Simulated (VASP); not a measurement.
The system is Zr2H3Pd.

```xyz
6
Lattice="-1.6034 1.6034 6.7000 1.6034 -1.6034 6.7000 1.6034 1.6034 -6.7000" Properties=species:S:1:pos:R:3 pbc="T T T"
Zr    0.0000    0.0000    8.6706
Zr    0.0000    0.0000    4.7294
H     0.0000    0.0000    6.7000
H     0.0000    1.6034    3.3500
H     1.6034    0.0000    3.3500
Pd    0.0000    0.0000    0.0000
```

Program: VASP 6.6.1. Alike in all runs: task single point; level PBEsol; potentials or basis VASP PAW PBE potentials, release 64 (Zr_sv, H, Pd); no spin polarisation; cell as given; cutoff (eV) 520; smearing methfessel-paxton 0.05 eV. Hardware: 1 thread of Intel(R) Xeon(R) Platinum 8488C (Sapphire Rapids), with other jobs on the host.

Question: Order these runs on this cell by their wall time, lowest first.
A. k mesh 6 × 6 × 6
B. k mesh 10 × 10 × 10
C. k mesh 3 × 3 × 3

Answer: C (76 s), A (220 s), B (550 s).

Caveats: some runs use coarse meshes.
